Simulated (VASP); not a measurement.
# KTaO3 (P4/mmm) in VASP: a series of runs, part 2 of 2

VASP 6.6.1. Earlier steps stand in the parts before.

## (4) Single point, PBE (volume 12.518 Å^3 an atom, c/a of the conventional cell 1.0621)

File INCAR:

```
ALGO = Normal ; EDIFF = 1E-6
ENCUT = 520 ; GGA = PE
ISIF = 2 ; ISMEAR = 0
LASPH = True ; LCHARG = False
LREAL = False ; LWAVE = False
NBANDS = 27 ; NELM = 100
PREC = Accurate ; SIGMA = 0.05
```

File KPOINTS:

```
k-points
0
Gamma
  8 8 8
```

File POSCAR:

```
KTaO3
1.0
    3.8914654674      0.0000000000      0.0000000000
    0.0000000000      3.8914654674      0.0000000000
    0.0000000000      0.0000000000      4.1331254729
K Ta O
1 1 3
Direct
    0.5000000000      0.5000000000      0.5000000000
    0.0000000000      0.0000000000      0.0000000000
    0.5000000000      0.0000000000      0.0000000000
    0.0000000000      0.5000000000      0.0000000000
    0.0000000000      0.0000000000      0.5000000000
```

Potentials or basis: VASP PAW PBE potentials, release 64 (K_sv, Ta_pv, O).

On the command line:

```bash
$ cat potpaw_PBE.64/K_sv/POTCAR potpaw_PBE.64/Ta_pv/POTCAR potpaw_PBE.64/O/POTCAR > POTCAR
$ mpirun -np 1 vasp_std > vasp.out
```

OUTCAR:

```text
EDIFF = 1E-6
   ENCUT = 520
   GGA = PE
   ISIF = 2
   ISMEAR = 0
   LASPH = True
   LREAL = False
   NELM = 100
   PREC = Accurate

 ion  position               nearest neighbor table
   1  0.500  0.500  0.500-   5 2.75   5 2.75   5 2.75   5 2.75   4 2.84   3 2.84   4 2.84   3 2.84
                             4 2.84   3 2.84   4 2.84   3 2.84   2 3.44   2 3.44   2 3.44   2 3.44
   2  0.000  0.000  0.000-   3 1.95   4 1.95   4 1.95   3 1.95   5 2.07   5 2.07   1 3.44   1 3.44
                             1 3.44   1 3.44   1 3.44   1 3.44   1 3.44   1 3.44
   3  0.500  0.000  0.000-   2 1.95   2 1.95   1 2.84   1 2.84   1 2.84   1 2.84
   4  0.000  0.500  0.000-   2 1.95   2 1.95   1 2.84   1 2.84   1 2.84   1 2.84
   5  0.000  0.000  0.500-   2 2.07   2 2.07   1 2.75   1 2.75   1 2.75   1 2.75

  LATTYP: Found a simple tetragonal cell.
 ALAT       =     3.8914654674
 C/A-ratio  =     1.0621000000

  Lattice vectors:

 A1 = (   3.8914654674,   0.0000000000,   0.0000000000)
 A2 = (   0.0000000000,   3.8914654674,   0.0000000000)
 A3 = (   0.0000000000,   0.0000000000,   4.1331254729)

Analysis of symmetry for initial positions (statically):
=====================================================================
 Subroutine PRICEL returns:
 Original cell was already a primitive cell.

 Routine SETGRP: Setting up the symmetry group for a
 simple tetragonal supercell.

 Subroutine GETGRP returns: Found 16 space group operations
 (whereof 16 operations were pure point group operations)
 out of a pool of 16 trial point group operations.

The static configuration has the point symmetry D_4h.

Analysis of symmetry for dynamics (positions and initial velocities):
=====================================================================
 Subroutine PRICEL returns:
 Original cell was already a primitive cell.

 Routine SETGRP: Setting up the symmetry group for a
 simple tetragonal supercell.

 Subroutine GETGRP returns: Found 16 space group operations
 (whereof 16 operations were pure point group operations)
 out of a pool of 16 trial point group operations.

The dynamic configuration has the point symmetry D_4h.

 Subroutine INISYM returns: Found 16 space group operations
 (whereof 16 operations are pure point group operations),
 and found     1 'primitive' translations

----------------------------------------------------------------------------------------

                                     Primitive cell

  volume of cell :      62.5900

  direct lattice vectors                    reciprocal lattice vectors
     3.891465467  0.000000000  0.000000000     0.256972600  0.000000000  0.000000000
     0.000000000  3.891465467  0.000000000     0.000000000  0.256972600  0.000000000
     0.000000000  0.000000000  4.133125473     0.000000000  0.000000000  0.241947651

  length of vectors
     3.891465467  3.891465467  4.133125473     0.256972600  0.256972600  0.241947651

  position of ions in fractional coordinates (direct lattice)
     0.500000000  0.500000000  0.500000000
     0.000000000  0.000000000  0.000000000
     0.500000000  0.000000000  0.000000000
     0.000000000  0.500000000  0.000000000
     0.000000000  0.000000000  0.500000000

  ion indices of the primitive-cell ions
   primitive index   ion index
                 1           1
[... 25 lines left out ...]

 Subroutine IBZKPT returns following result:
 ===========================================

 Found     75 irreducible k-points:

 Following reciprocal coordinates:
            Coordinates               Weight
  0.000000  0.000000  0.000000      1.000000
  0.125000  0.000000  0.000000      4.000000
  0.250000  0.000000  0.000000      4.000000
  0.375000  0.000000  0.000000      4.000000
  0.500000  0.000000  0.000000      2.000000
  0.125000  0.125000  0.000000      4.000000
[... 16 lines left out ...]
  0.375000  0.125000  0.125000     16.000000
  0.500000  0.125000  0.125000      8.000000
 [... further k-points ...]
   k-points           NKPTS =     75   k-points in BZ     NKDIM =     75   number of bands    NBANDS=     27
   number of dos      NEDOS =    301   number of ions     NIONS =      5
   total plane-waves  NPLWV =  28800
   dimension x,y,z NGX =    30 NGY =   30 NGZ =   32
   dimension x,y,z NGXF=    60 NGYF=   60 NGZF=   64
   ions per type =               1   1   3
   NGX,Y,Z   is equivalent  to a cutoff of  12.82, 12.82, 12.87 a.u.
   NGXF,Y,Z  is equivalent  to a cutoff of  25.63, 25.63, 25.74 a.u.
 SYSTEM =  unknown system
   PREC   = accura    normal or accurate (medium, high low for compatibility)
   ISTART =      0    job   : 0-new  1-cont  2-samecut
   ICHARG =      2    charge: 1-file 2-atom 10-const
   ISPIN  =      1    spin polarized calculation?
   LNONCOLLINEAR =      F non collinear calculations
   LSORBIT =      F    spin-orbit coupling
   LASPH  =      T    aspherical Exc in radial PAW
   ENCUT  =  520.0 eV  38.22 Ry    6.18 a.u.   7.24  7.24  7.68*2*pi/ulx,y,z
   NELM   =    100;   NELMIN=  2; NELMDL= -5     # of ELM steps
   EDIFF  = 0.1E-05   stopping-criterion for ELM
   LREAL  =      F    real-space projection
   EDIFFG = 0.1E-04   stopping-criterion for IOM
   NSW    =      0    number of steps for IOM
   IBRION =     -1    ionic relax: 0-MD 1-quasi-New 2-CG
   NFREE  =      0    steps in history (QN), initial steepest desc. (CG)
   ISIF   =      2    stress and relaxation
   ISYM   =      2    0-nonsym 1-usesym 2-fastsym
   POTIM  = 0.5000    time-step for ionic-motion
   TEBEG  =    0.0;   TEEND  =   0.0 temperature during run
   PSTRESS=    0.0 pullay stress
   NELECT =      38.0000    total number of electrons
   NUPDOWN=      -1.0000    fix difference up-down
   EMIN   =  10.00;   EMAX   =-10.00  energy-range for DOS
   EFERMI =   0.00;   METHOD = LEGACY
   ISMEAR =     0;   SIGMA  =   0.05  broadening in eV -4-tet -1-fermi 0-gaus
   EFERMI_NEDOS =   21; number of points for ismear=-14 and -15
   IALGO  =     38    algorithm
   IMIX   =      4    mixing-type and parameters
     AMIX     =   0.40;   BMIX     =  1.00
     AMIX_MAG =   1.60;   BMIX_MAG =  1.00
  volume/ion in A,a.u.               =      12.52        84.48
  Fermi-wavevector in a.u.,A,eV,Ry     =   1.386227  2.619589 26.145303  1.921626
  Thomas-Fermi vector in A             =   2.510563
   LORBIT       =      0    0 simple, 1 ext, 2 COOP (PROOUT), +10 PAW based schemes
   GGA     = PE    functional components
   LHFCALC =     F    Hartree Fock is set to
   AEXX    =    0.0000 exact exchange contribution
   IVDW    =     0    specifies the selected vdW correction
   LEPSILON=     F    determine dielectric tensor
   LRPA    =     F    only Hartree local field effects (RPA)
 non-spin polarized calculation
 Gauss-broadening in eV      SIGMA  =   0.05
  energy-cutoff  :      520.00
  volume of cell :       62.59
 maximum number of plane-waves:      1712
 NGX is ok and might be reduce to    30
   NGX = 15   NGY = 15   NGZ = 15

 number of electron      38.0000019 magnetization

 Free energy of the ion-electron system (eV)
  ---------------------------------------------------
  ext. energy  EPLUGINS =         0.00000000
  ---------------------------------------------------
  free energy    TOTEN  =       -40.80556534 eV

  energy without entropy =      -40.80556534  energy(sigma->0) =      -40.80556534

 E-fermi :   2.2635     XC(G=0): -10.9426

 val. band max:        1.9374192868   @ k =   0.5000   0.5000   0.5000
 cond. band min:       4.0692783329   @ k =   0.0000   0.0000   0.0000
 fundamental gap:      2.1318590461
 Fermi energy:         2.2635142135

 k-point     1 :       0.0000    0.0000    0.0000
  band No.  band energies     occupation
      1     -32.2035      2.00000
      2     -32.2035      2.00000
      3     -32.1172      2.00000
      4     -25.4019      2.00000
      5     -15.8846      2.00000
      6     -15.3045      2.00000
[... 709 lines left out ...]
     26      11.8980      0.00000
     27      12.6673      0.00000

 [... further k-points ...]
[... 5 lines left out ...]
  --------------------------------------------------------------------------------------
  -------------------------------------------------------------------------------------
  Total        7.0893782      7.0893782     -1.8359057      0.0000000     -0.0000000      0.0000000
  in kB      181.4737335    181.4737335    -46.9954700      0.0000000     -0.0000000      0.0000000
  external PRESSURE =     105.3173323 kB  Pullay stress =       0.0000000 kB

 VOLUME and BASIS-vectors are now :
 -----------------------------------------------------------------------------
  energy-cutoff  :      520.00
  volume of cell :       62.59
      direct lattice vectors                 reciprocal lattice vectors
     3.891465467  0.000000000  0.000000000     0.256972600  0.000000000  0.000000000
     0.000000000  3.891465467  0.000000000     0.000000000  0.256972600  0.000000000
     0.000000000  0.000000000  4.133125473     0.000000000  0.000000000  0.241947651

 POSITION                                       TOTAL-FORCE (eV/Angst)
 -----------------------------------------------------------------------------------
      1.94573      1.94573      2.06656         0.000000      0.000000      0.000000
      0.00000      0.00000      0.00000         0.000000      0.000000      0.000000
      1.94573      0.00000      0.00000         0.000000      0.000000      0.000000
      0.00000      1.94573      0.00000         0.000000      0.000000      0.000000
      0.00000      0.00000      2.06656         0.000000      0.000000      0.000000
 -----------------------------------------------------------------------------------
    total drift:                                0.000000     -0.000000      0.000000

  FREE ENERGIE OF THE ION-ELECTRON SYSTEM (eV)
  ---------------------------------------------------
  free  energy   TOTEN  =       -40.8055653356 eV

  energy  without entropy=      -40.8055653356  energy(sigma->0) =      -40.80556534
```

OSZICAR:

```text
N       E                     dE             d eps       ncg     rms          rms(c)
DAV:   1     0.327261838983E+03    0.32726E+03   -0.20854E+04  4050   0.142E+03
DAV:   2    -0.297140543950E+02   -0.35698E+03   -0.34669E+03  4781   0.409E+02
DAV:   3    -0.486574995017E+02   -0.18943E+02   -0.18854E+02  5672   0.916E+01
DAV:   4    -0.493396955789E+02   -0.68220E+00   -0.68100E+00  6724   0.109E+01
DAV:   5    -0.493431644129E+02   -0.34688E-02   -0.34684E-02  5335   0.818E-01    0.355E+01
DAV:   6    -0.410094259193E+02    0.83337E+01   -0.34518E+01  4754   0.400E+01    0.137E+01
DAV:   7    -0.408696764717E+02    0.13975E+00   -0.17352E+00  5243   0.839E+00    0.962E+00
DAV:   8    -0.408227841023E+02    0.46892E-01   -0.37085E-01  4767   0.505E+00    0.277E+00
DAV:   9    -0.408066369899E+02    0.16147E-01   -0.33332E-02  5086   0.140E+00    0.428E-01
DAV:  10    -0.408054729191E+02    0.11641E-02   -0.12208E-02  5540   0.709E-01    0.162E-01
DAV:  11    -0.408055370934E+02   -0.64174E-04   -0.81135E-04  5502   0.190E-01    0.356E-02
DAV:  12    -0.408055629349E+02   -0.25842E-04   -0.48102E-05  5286   0.575E-02    0.118E-02
DAV:  13    -0.408055653884E+02   -0.24535E-05   -0.99021E-06  5223   0.235E-02    0.490E-03
DAV:  14    -0.408055653356E+02    0.52776E-07   -0.12791E-06  3887   0.866E-03
   1 F= -.40805565E+02 E0= -.40805565E+02  d E =-.394496E-22
```

Run time: 50 s. Hardware: 1 thread of Intel Xeon 6975P-C (Granite Rapids), shared host; peak memory 0.26 GiB.

Results:

- Free energy: -40.8056 eV
- Pressure: 10.5 GPa
- Band gap on the k mesh: 2.13 eV, indirect (least direct gap 2.68 eV)

Stress tensor (GPa, compression positive):
```
18.15  0.00  0.00
 0.00 18.15  0.00
 0.00  0.00 -4.70
```

Levels at points of the mesh, in eV from the valence-band top:
```tsv
k point	band 16	band 17	band 18	band 19	band 20	band 21	band 22	band 23
(0.00, 0.00, 0.00)	-1.05	-0.68	-0.55	-0.55	2.13	2.13	2.21	5.93
(0.50, 0.00, 0.00)	-2.12	-1.46	-0.90	-0.76	2.32	5.33	5.34	6.38
(0.50, 0.50, 0.00)	-1.61	-1.08	-1.08	-0.13	5.38	5.38	6.81	6.83
(0.00, 0.00, 0.50)	-2.01	-1.71	-0.95	-0.95	2.33	4.57	4.57	7.43
(0.50, 0.00, 0.50)	-1.73	-1.70	-1.66	-0.08	4.62	5.36	6.29	8.31
(0.50, 0.50, 0.50)	-3.85	-0.10	0.00	0.00	6.44	6.44	6.93	8.75
```

Caveat: spin-orbit coupling is left out, which moves the levels of the heavy elements.

## (5) Overview

| cell | gap on the mesh (eV) | pressure (GPa) |
| --- | --- | --- |
| a = 4.213, b = 4.213, c = 3.967 Å, 5 atoms | 1.82 | -10.7 |
| a = 4.051, b = 4.051, c = 3.814 Å, 5 atoms | 2.09 | 10.6 |
| a = 3.891, b = 3.891, c = 4.133 Å, 5 atoms | 2.13 | 10.5 |

Alike in all rows: task single point; level PBE; potentials or basis VASP PAW PBE potentials, release 64 (K_sv, Ta_pv, O); no spin polarisation; k mesh 8 × 8 × 8; cutoff (eV) 520; smearing gaussian 0.05 eV.

Caveats: spin-orbit coupling is left out, which moves the levels of the heavy elements.

Total energies depend on the potentials used, so only differences within one code and one set of settings carry meaning.
